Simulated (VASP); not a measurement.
BaTe:

```
Ba Te
1.0
     4.93271    0.00000    0.00000
     0.00000    4.93271    0.00000
     0.00000    0.00000    3.55446
Ba Te
1 1
Direct
  0.50000 0.50000 0.00358
  0.00000 0.00000 0.67095
```

The cell was generated, and may not be a known phase.

```yaml
Program: VASP 6.6.1
Task: relaxation of cell and atoms
Functional: PBE
Potentials_or_basis: VASP PAW PBE potentials, release 64 (Ba_sv, Te)
Cutoff: 600 eV
k_mesh: 4 × 4 × 6
Occupations: gaussian, width 0.1 eV
Spin: no spin polarisation
```

At the start: pressure -1.8 GPa; volume 43.24 Å³/atom.

**Question.** Where does the relaxation end?

**Answer.** Over 18 steps the energy falls by 478.5 meV/atom and the volume is 38.98 Å³/atom (-9.9 %); space group P4mm (No. 99, to 0.1 Å) before, Pm-3m (No. 221, to 0.1 Å).

Step by step:
```tsv
step	energy change (eV)	largest force (eV/Å)	pressure (GPa)	volume (Å³)
1	0.0000	0.2115	-1.76	86.49
2	-0.5062	0.4773	0.31	80.06
3	-0.4793	1.3814	7.71	70.88
4	-0.6436	0.8400	3.30	75.69
5	-0.6414	0.9068	3.84	75.01
6	-0.8166	0.4259	0.12	83.31
7	-0.8169	0.4540	0.28	82.86
8	-0.8447	0.3659	-0.43	83.58
9	-0.8503	0.3087	-0.89	84.09
10	-0.8725	0.3076	-0.60	82.28
11	-0.9055	0.2541	0.71	77.00
12	-0.9295	0.1914	0.68	76.73
13	-0.9517	0.0646	0.75	76.13
14	-0.9518	0.0558	0.76	76.09
15	-0.9568	0.0350	-0.01	77.85
16	-0.9568	0.0337	-0.05	77.97
17	-0.9568	0.0334	-0.07	78.01
18	-0.9571	0.0304	-0.04	77.96
```

Final structure:
```xyz
2
Lattice="4.2759 0.0000 0.0000 0.0000 4.2759 0.0000 0.0000 0.0000 4.2638" Properties=species:S:1:pos:R:3 pbc="T T T"
Ba    2.1380    2.1380    0.3519
Te    4.2759    0.0000    2.5241
```

Caveat: a cell axis changed by over 15 % at a fixed basis, so the end point is rough.
